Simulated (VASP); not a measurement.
# InGa3P4 (I-42m) in VASP: a series of runs

InGa3P4 is run at these levels: PBE; tasks: single point, relaxation of cell and atoms.

All numbers are computed with VASP 6.6.1; they aren't measurements. Logs are shortened: lines on timing, memory, paths and dates and some standing lists are left out, and cuts for length are marked.

### Step 1. The cell of the first run

Symmetry: I-42m, No. 121, tetragonal system. Conventional cell: a = 5.443 Å, b = 5.443 Å, c = 10.887 Å, α = 90.00°, β = 90.00°, γ = 90.00°. In (site symmetry -42m) has 4 P at 2.36 Å within 3.1 Å. Within 3.1 Å of Ga (site symmetry -4) lie 4 P at 2.36 Å. Within 3.1 Å of Ga (site symmetry -42m) lie 4 P at 2.36 Å. Within 3.1 Å of P (site symmetry m) lie 1 In at 2.36 Å and 3 Ga at 2.36 Å.

### Step 2. Single point, PBE

Input file INCAR:

```
PREC = Accurate
ENCUT = 520
EDIFF = 1E-6
ISMEAR = 0
SIGMA = 0.1
LREAL = F
LASPH = T
NELM = 100
ALGO = Normal
ISIF = 2
LWAVE = F
LCHARG = T
GGA = PE
LELF = T
LVHAR = T
NBANDS = 46
```

Input file KPOINTS:

```
Automatic mesh
0
Gamma
  4 4 4
```

Input file POSCAR:

```
InGa3P4
1.0
   -2.7216852300      2.7216852300      5.4433704600
    2.7216852300     -2.7216852300      5.4433704600
    2.7216852300      2.7216852300     -5.4433704600
In Ga P
1 3 4
Direct
    0.5000000000      0.5000000000      0.0000000000
    0.7500000000      0.2500000000      0.5000000000
    0.0000000000      0.0000000000      0.0000000000
    0.2500000000      0.7500000000      0.5000000000
    0.1250000000      0.6250000000      0.0000000000
    0.3750000000      0.3750000000      0.5000000000
    0.6250000000      0.1250000000      0.0000000000
    0.8750000000      0.8750000000      0.5000000000
```

Potentials or basis: VASP PAW PBE potentials, release 64 (In_d, Ga_d, P).

Command:

```console
> cat potpaw_PBE.64/In_d/POTCAR potpaw_PBE.64/Ga_d/POTCAR potpaw_PBE.64/P/POTCAR > POTCAR
> mpirun -np 1 vasp_std > vasp.out
```

OUTCAR:

```text
PREC = Accurate
   ENCUT = 520
   EDIFF = 1E-6
   ISMEAR = 0
   LREAL = F
   LASPH = T
   NELM = 100
   ISIF = 2
   GGA = PE

 ion  position               nearest neighbor table
   1  0.500  0.500  0.000-   5 2.36   7 2.36   8 2.36   6 2.36
   2  0.750  0.250  0.500-   5 2.36   6 2.36   8 2.36   7 2.36
   3  0.000  0.000  0.000-   5 2.36   6 2.36   7 2.36   8 2.36
   4  0.250  0.750  0.500-   6 2.36   7 2.36   8 2.36   5 2.36
   5  0.125  0.625  0.000-   1 2.36   3 2.36   4 2.36   2 2.36
   6  0.375  0.375  0.500-   1 2.36   2 2.36   4 2.36   3 2.36
   7  0.625  0.125  0.000-   1 2.36   2 2.36   3 2.36   4 2.36
   8  0.875  0.875  0.500-   2 2.36   3 2.36   4 2.36   1 2.36

  LATTYP: Found a body centered tetragonal cell.
 ALAT       =     5.4433704600
 C/A-ratio  =     2.0000000000

  Lattice vectors:

 A1 = (  -2.7216852300,   2.7216852300,   5.4433704600)
 A2 = (   2.7216852300,  -2.7216852300,   5.4433704600)
 A3 = (   2.7216852300,   2.7216852300,  -5.4433704600)

Analysis of symmetry for initial positions (statically):
=====================================================================
 Subroutine PRICEL returns:
 Original cell was already a primitive cell.

 Routine SETGRP: Setting up the symmetry group for a
 body centered tetragonal supercell.

 Subroutine GETGRP returns: Found  8 space group operations
 (whereof  8 operations were pure point group operations)
 out of a pool of 16 trial point group operations.

The static configuration has the point symmetry D_2d.

Analysis of symmetry for dynamics (positions and initial velocities):
=====================================================================
 Subroutine PRICEL returns:
 Original cell was already a primitive cell.

 Routine SETGRP: Setting up the symmetry group for a
 body centered tetragonal supercell.

 Subroutine GETGRP returns: Found  8 space group operations
 (whereof  8 operations were pure point group operations)
 out of a pool of 16 trial point group operations.

The dynamic configuration has the point symmetry D_2d.

 Subroutine INISYM returns: Found  8 space group operations
 (whereof  8 operations are pure point group operations),
 and found     1 'primitive' translations

----------------------------------------------------------------------------------------

                                     Primitive cell

  volume of cell :     161.2886

[... 94 lines left out ...]
   ISIF   =      2    stress and relaxation
   ISYM   =      2    0-nonsym 1-usesym 2-fastsym
   POTIM  = 0.5000    time-step for ionic-motion
   TEBEG  =    0.0;   TEEND  =   0.0 temperature during run
   PSTRESS=    0.0 pullay stress
   NELECT =      72.0000    total number of electrons
   NUPDOWN=      -1.0000    fix difference up-down
   EMIN   =  10.00;   EMAX   =-10.00  energy-range for DOS
   EFERMI =   0.00;   METHOD = LEGACY
   ISMEAR =     0;   SIGMA  =   0.10  broadening in eV -4-tet -1-fermi 0-gaus
   EFERMI_NEDOS =   21; number of points for ismear=-14 and -15
   IALGO  =     38    algorithm
   IMIX   =      4    mixing-type and parameters
     AMIX     =   0.40;   BMIX     =  1.00
     AMIX_MAG =   1.60;   BMIX_MAG =  1.00
  volume/ion in A,a.u.               =      20.16       136.05
  Fermi-wavevector in a.u.,A,eV,Ry     =   1.251174  2.364376 21.299061  1.565437
  Thomas-Fermi vector in A             =   2.385134
   LORBIT       =      0    0 simple, 1 ext, 2 COOP (PROOUT), +10 PAW based schemes
   GGA     = PE    functional components
   LHFCALC =     F    Hartree Fock is set to
   AEXX    =    0.0000 exact exchange contribution
   IVDW    =     0    specifies the selected vdW correction
   LEPSILON=     F    determine dielectric tensor
   LRPA    =     F    only Hartree local field effects (RPA)
 non-spin polarized calculation
 Gauss-broadening in eV      SIGMA  =   0.10
  energy-cutoff  :      520.00
  volume of cell :      161.29
 maximum number of plane-waves:      4400
 NGX is ok and might be reduce to    50
   NGX = 25   NGY = 25   NGZ = 25

 number of electron      72.0000013 magnetization

 Free energy of the ion-electron system (eV)
  ---------------------------------------------------
  ext. energy  EPLUGINS =         0.00000000
  ---------------------------------------------------
  free energy    TOTEN  =       -34.85211144 eV

  energy without entropy =      -34.85211144  energy(sigma->0) =      -34.85211144

 E-fermi :   5.9840     XC(G=0):  -9.9664

 val. band max:        5.5154866396   @ k =   0.0000   0.0000   0.0000
 cond. band min:       7.0605890278   @ k =   0.5000   0.5000   0.0000
 fundamental gap:      1.5451023882
 Fermi energy:         5.9839557072

 k-point     1 :       0.0000    0.0000    0.0000
  band No.  band energies     occupation
      1      -9.2933      2.00000
      2      -9.2676      2.00000
      3      -9.2676      2.00000
      4      -9.1342      2.00000
      5      -9.1342      2.00000
      6      -9.1317      2.00000
[... 626 lines left out ...]
     45      12.1414      0.00000
     46      12.1420      0.00000

------------------------ aborting loop because EDIFF is reached ----------------------------------------

  FORCE on cell =-STRESS in cart. coord.  units (eV):
  Direction    XX          YY          ZZ          XY          YZ          ZX
  --------------------------------------------------------------------------------------
  -------------------------------------------------------------------------------------
  Total        9.5567667      9.5567667      9.5190330      0.0000000      0.0000000      0.0000000
  in kB       94.9331500     94.9331500     94.5583184      0.0000000      0.0000000      0.0000000
  external PRESSURE =      94.8082061 kB  Pullay stress =       0.0000000 kB

 VOLUME and BASIS-vectors are now :
 -----------------------------------------------------------------------------
  energy-cutoff  :      520.00
  volume of cell :      161.29
      direct lattice vectors                 reciprocal lattice vectors
    -2.721685230  2.721685230  5.443370460     0.000000000  0.183709708  0.091854854
     2.721685230 -2.721685230  5.443370460     0.183709708  0.000000000  0.091854854
     2.721685230  2.721685230 -5.443370460     0.183709708  0.183709708  0.000000000

 POSITION                                       TOTAL-FORCE (eV/Angst)
 -----------------------------------------------------------------------------------
      0.00000      0.00000      5.44337         0.000000     -0.000000     -0.000000
      0.00000      2.72169      2.72169         0.000000     -0.000000     -0.000000
      0.00000      0.00000      0.00000         0.000000     -0.000000     -0.000000
      2.72169      0.00000      2.72169        -0.000000     -0.000000     -0.000000
      1.36084     -1.36084      4.08253         1.142981     -1.142981     -1.098664
      1.36084      1.36084      1.36084        -1.142981     -1.142981      1.098664
     -1.36084      1.36084      4.08253        -1.142981      1.142981     -1.098664
      1.36084      1.36084      6.80421         1.142981      1.142981      1.098664
 -----------------------------------------------------------------------------------
    total drift:                                0.000016      0.000016      0.000011

  FREE ENERGIE OF THE ION-ELECTRON SYSTEM (eV)
  ---------------------------------------------------
  free  energy   TOTEN  =       -34.8521114420 eV

  energy  without entropy=      -34.8521114420  energy(sigma->0) =      -34.85211144
```

Run time: 2.5 min. Hardware: 1 thread of Intel Xeon Platinum 8559C (Emerald Rapids), shared host; peak memory 0.38 GiB.

Results:

* Free energy: -34.8521 eV
* Pressure: 9.5 GPa
* Largest force: 1.954 eV/Å
* Band gap on the k mesh: 1.55 eV (least direct gap 1.55 eV)

Forces in eV/Å, atoms in the order of the input:
```
In   0.000  0.000  0.000
Ga   0.000  0.000  0.000
Ga   0.000  0.000  0.000
Ga   0.000  0.000  0.000
P    1.143 -1.143 -1.099
P   -1.143 -1.143  1.099
P   -1.143  1.143 -1.099
P    1.143  1.143  1.099
```

Caveat: the cell stands under pressure; spin-orbit coupling is left out, which moves the levels of the heavy elements; forces of over 1 eV/Å act on the atoms, so gaps and moduli don't describe the material at rest. A k mesh can miss the band edges.

### Step 3. Single point, PBE

This run uses another cell than the first one, of 22.10 Å³/atom.

Input file INCAR:

```
PREC = Accurate
ENCUT = 520
EDIFF = 1E-6
ISMEAR = 0
SIGMA = 0.1
LREAL = F
LASPH = T
NELM = 60
ALGO = Normal
ISIF = 2
LWAVE = F
LCHARG = F
GGA = PE
NBANDS = 46
```

Input file KPOINTS:

```
regular mesh
0
Gamma
  4 4 4
```

Input file POSCAR:

```
InGa3P4
1.0
   -2.8083576031      2.8083576031      5.6052714867
    2.8083576031     -2.8083576031      5.6052714867
    2.8083576031      2.8083576031     -5.6052714867
In Ga P
1 3 4
Direct
    0.5000000000      0.5000000000      0.0000000000
    0.7500000000      0.2500000000      0.5000000000
    0.0000000000      0.0000000000      0.0000000000
    0.2500000000      0.7500000000      0.5000000000
    0.1069599231      0.6328092071      0.0000000000
    0.3671907929      0.3671907929      0.4741507160
    0.6328092071      0.1069599231      0.0000000000
    0.8930400769      0.8930400769      0.5258492840
```

Potentials or basis: VASP PAW PBE potentials, release 64 (In_d, Ga_d, P).

Command:

```console
> cat potpaw_PBE.64/In_d/POTCAR potpaw_PBE.64/Ga_d/POTCAR potpaw_PBE.64/P/POTCAR > POTCAR
> mpirun -np 1 vasp_std > vasp.out
```

Wall time 3.3 min (1 thread of Intel Xeon Platinum 8559C (Emerald Rapids), shared host); peak memory 0.43 GiB.

The run converged. Its results:

```yaml
Free_energy: -35.6753 eV
Pressure: 0.1 GPa
Largest_force: 0.012 eV/Å
Band_gap_on_the_k_mesh: 1.17 eV
```

Forces on the atoms (eV/Å):
```
In   0.000  0.000  0.000
Ga   0.000  0.000  0.000
Ga   0.000  0.000  0.000
Ga   0.000  0.000  0.000
P    0.008 -0.008  0.003
P   -0.008 -0.008 -0.003
P   -0.008  0.008  0.003
P    0.008  0.008 -0.003
```

Levels at points of the mesh, in eV from the valence-band top:
```
           k point  band 34  band 35  band 36  band 37  band 38  band 39
(0.00, 0.00, 0.00)    -0.05     0.00     0.00     1.17     1.74     1.96
(0.50, 0.00, 0.00)    -1.84    -1.17    -1.11     3.02     3.36     3.38
(0.50, 0.50, 0.00)    -1.04    -0.84    -0.84     1.36     1.65     2.74
(0.50, 0.50, 0.50)    -1.75    -1.31    -1.31     1.77     1.77     1.84
```

Caveat: spin-orbit coupling is left out, which moves the levels of the heavy elements. A k mesh can miss the band edges.

### Step 4. Relaxation of cell and atoms, PBE

Input file INCAR:

```
PREC     = Accurate       # precision mode
ENCUT    = 600            # plane-wave cutoff, eV
EDIFF    = 1E-7           # SCF threshold, eV
ISMEAR   = 0              # smearing method
SIGMA    = 0.1            # smearing width, eV
LREAL    = F              # projectors in reciprocal space
LASPH    = T              # aspherical terms in the spheres
NELM     = 100            # most SCF steps
ALGO     = Normal         # electronic algorithm
ISIF     = 3              # what is computed and relaxed
LWAVE    = F              # write WAVECAR
LCHARG   = F              # write CHGCAR
GGA      = PE             # functional
IBRION   = 2              # ionic algorithm
NSW      = 90             # ionic steps
EDIFFG   = -0.04          # ionic threshold
```

KPOINTS is that of step 3.

Input file POSCAR:

```
InGa3P4
1.0
   -2.7216852300      2.7216852300      5.4433704600
    2.7216852300     -2.7216852300      5.4433704600
    2.7216852300      2.7216852300     -5.4433704600
In Ga P
1 3 4
Direct
    0.5000000000      0.5000000000      0.0000000000
    0.7500000000      0.2500000000      0.5000000000
    0.0000000000      0.0000000000      0.0000000000
    0.2500000000      0.7500000000      0.5000000000
    0.1250000000      0.6250000000      0.0000000000
    0.3750000000      0.3750000000      0.5000000000
    0.6250000000      0.1250000000      0.0000000000
    0.8750000000      0.8750000000      0.5000000000
```

Command:

```console
> cat potpaw_PBE.64/In_d/POTCAR potpaw_PBE.64/Ga_d/POTCAR potpaw_PBE.64/P/POTCAR > POTCAR
> mpirun -np 1 vasp_std > vasp.out
```

It took 22 min on 1 thread of Intel Xeon Platinum 8559C (Emerald Rapids), shared host; peak memory 0.5 GiB.

The run converged. Its results:

- Free energy: -35.6727 eV
- Relaxed volume: 22.17 Å³/atom
- Relaxed cell: a = 6.878 Å, b = 6.878 Å, c = 6.878 Å, α = 131.76°, β = 131.76°, γ = 70.61°
- Space group after relaxing (to 0.1 Å): I-42m (No. 121)
- Energy gained by relaxing: 102.6 meV/atom
- Ionic steps: 7
- Pressure after relaxing: -0.1 GPa
- Largest force after relaxing: 0.024 eV/Å
- Band gap on the k mesh: 1.15 eV

Forces in eV/Å, atoms in the order of the input:
```
In   0.000  0.000  0.000
Ga   0.000  0.000  0.000
Ga   0.000  0.000  0.000
Ga   0.000  0.000  0.000
P    0.007 -0.007  0.022
P   -0.007 -0.007 -0.022
P   -0.007  0.007  0.022
P    0.007  0.007 -0.022
```

The path:
```csv
step,energy change (eV),largest force (eV/Å),pressure (GPa),volume (Å³)
1,0.0000,1.9540,9.47,161.29
2,-0.6106,0.1740,-4.42,190.75
3,-0.7497,0.5561,-1.16,180.77
4,-0.8084,0.2468,-0.31,178.11
5,-0.8192,0.0675,0.33,176.37
6,-0.8192,0.0733,0.29,176.46
7,-0.8206,0.0238,-0.09,177.37
```

Final structure:
```yaml
crystal:
  lattice:
    - [-2.81066, 2.81066, 5.61327]
    - [2.81066, -2.81066, 5.61327]
    - [2.81066, 2.81066, -5.61327]
  atoms:
    - { symbol: In, position: [0.50000, 0.50000, 0.00000] }
    - { symbol: Ga, position: [0.75000, 0.25000, 0.50000] }
    - { symbol: Ga, position: [0.00000, 0.00000, 0.00000] }
    - { symbol: Ga, position: [0.25000, 0.75000, 0.50000] }
    - { symbol: P, position: [0.10684, 0.63269, 0.00000] }
    - { symbol: P, position: [0.36731, 0.36731, 0.47415] }
    - { symbol: P, position: [0.63269, 0.10684, 0.00000] }
    - { symbol: P, position: [0.89316, 0.89316, 0.52585] }
```

Levels at points of the mesh, in eV from the valence-band top:
```csv
k point,band 32,band 33,band 34,band 35,band 36,band 37,band 38,band 39,band 40,band 41
"(0.00, 0.00, 0.00)",-2.44,-2.44,-0.05,0.00,0.00,1.15,1.75,1.96,3.92,3.92
"(0.50, 0.00, 0.00)",-2.25,-2.21,-1.83,-1.17,-1.11,3.01,3.36,3.37,3.51,3.82
"(0.50, 0.50, 0.00)",-1.21,-1.13,-1.04,-0.84,-0.83,1.35,1.64,2.74,3.32,4.56
"(0.50, 0.50, 0.50)",-2.32,-1.75,-1.75,-1.30,-1.30,1.77,1.77,1.83,2.06,2.22
```

Caveat: spin-orbit coupling is left out, which moves the levels of the heavy elements. A k mesh can miss the band edges.

### Step 5. The runs side by side

| task | cell | cutoff (eV) | gap on the mesh (eV) | pressure (GPa) | largest force (eV/Å) |
| --- | --- | --- | --- | --- | --- |
| single point | a = 6.667 Å, angles 131.8, 131.8, 70.5°, 8 atoms, atomic positions A | 520 | 1.55 | 9.5 | 1.95 |
| single point | a = 6.870 Å, angles 131.7, 131.7, 70.6°, 8 atoms, atomic positions B | 520 | 1.17 | 0.1 | 0.01 |
| relaxation of cell and atoms | relaxed from a = 6.667 Å, angles 131.8, 131.8, 70.5°, 8 atoms, atomic positions A | 600 | 1.15 | -0.1 | 0.02 |

Alike in all rows: level PBE; potentials or basis VASP PAW PBE potentials, release 64 (In_d, Ga_d, P); no spin polarisation; k mesh 4 × 4 × 4; smearing gaussian 0.1 eV.

Caveats: spin-orbit coupling is left out, which moves the levels of the heavy elements; the cell stands under pressure (at least some runs); forces of over 1 eV/Å act on the atoms, so gaps and moduli don't describe the material at rest (at least some runs).

Total energies depend on the potentials used, so only differences within one code and one set of settings carry meaning.
